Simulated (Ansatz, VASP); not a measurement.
SnO2: VASP beside Ansatz

```
Sn O
1.0
    -2.00566    2.00566    5.12906
     2.00566   -2.00566    5.12906
     2.00566    2.00566   -5.12906
Sn O
2 4
Direct
  0.75000 0.25000 0.50000
  0.00000 0.00000 0.00000
  0.79759 0.79759 0.00000
  0.95241 0.45241 0.50000
  0.20241 0.20241 0.00000
  0.54759 0.04759 0.50000
```

Alike in both runs: task single point; functional PBE; k mesh 8 × 8 × 8; no spin polarisation.

```csv
,VASP,Ansatz
version,VASP 6.6.1,Ansatz 0.2.0
potentials or method,"VASP PAW PBE potentials, release 64 (Sn_d, O)","plane waves, PAW"
plane-wave cutoff (eV),520,420
occupations,"gaussian, width 0.01 eV",fixed
valence electrons in the cell,52,52
```

```tsv
	VASP	Ansatz	Ansatz less VASP
gap on the k mesh at the Fermi level (eV)	1.62	1.64	+0.011
pressure (GPa)	5.8	5.2	-0.59
traceless stress, the component that is largest in VASP (GPa)	0.97	0.80	-0.174
rms of the force components (eV/Å)	0.102	0.089	-0.0130
```

Atom by atom the forces differ by 0.013 eV/Å (rms over components).
